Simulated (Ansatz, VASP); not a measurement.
One calculation of HfN, two programs

```
Hf N
1.0
     2.86221    0.00000    0.00000
     0.00000    2.86221    0.00000
     0.00000    0.00000    2.86221
Hf N
1 1
Direct
  0.50000 0.50000 0.50000
  0.00000 0.00000 0.00000
```

Alike in both runs: task single point; functional BLYP; k mesh 9 × 9 × 9; occupations fermi-dirac, width 0.05 eV; no spin polarisation.

```csv
,VASP,Ansatz
version,VASP 6.6.1,Ansatz 0.2.0
potentials or method,"VASP PAW PBE potentials, release 64 (Hf_pv, N)",Ansatz PAW
plane-wave cutoff (eV),520,420
valence electrons in the cell,15,31
```

Ansatz gave:

```
gap on the k mesh at the Fermi level (eV) : none
pressure (GPa)                            : -0.3
```

Task: Estimate VASP's values.

Result: gap on the k mesh at the Fermi level (eV): none; pressure (GPa): -2.0.

VASP's potentials were made for PBE, not for BLYP. A gap of «none» marks a metal or a gap that the smearing closes. VASP's potentials hold 15 valence electrons a cell and Ansatz's 31, so a difference there can come from the potentials and not from the codes.

Neither program's run includes spin-orbit coupling.
